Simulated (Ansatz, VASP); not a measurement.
Two plane-wave programs on Al

```
CELL_PARAMETERS angstrom
2.81246 0.00000 0.00000
-1.40623 2.43566 0.00000
0.00000 0.00000 4.86685
ATOMIC_POSITIONS crystal
Al 0.33333 0.66667 0.25000
Al 0.66667 0.33333 0.75000
```

Alike in both runs: functional PBEsol; k mesh 6 × 6 × 3; occupations fermi-dirac, width 0.05 eV; no spin polarisation.

|  | VASP | Ansatz |
| --- | --- | --- |
| version | VASP 6.6.1 | Ansatz 0.2.0 |
| potentials or method | VASP PAW PBE potentials, release 64 (Al) | Ansatz PAW |
| plane-wave cutoff (eV) | 520 | 420 |
| valence electrons in the cell | 6 | 6 |
| task | single point | projected density of states |

|  | VASP | Ansatz | Ansatz less VASP |
| --- | --- | --- | --- |
| gap on the k mesh at the Fermi level (eV) | none | none | - |
| pressure (GPa) | 0.4 | 0.4 | -0.06 |
| traceless stress, the component that is largest in VASP (GPa) | -5.50 | -5.48 | +0.021 |

VASP's potentials were made for PBE, not for PBEsol. A gap of «none» marks a metal or a gap that the smearing closes.

The k mesh is coarse, so the values compare programs but aren't converged.
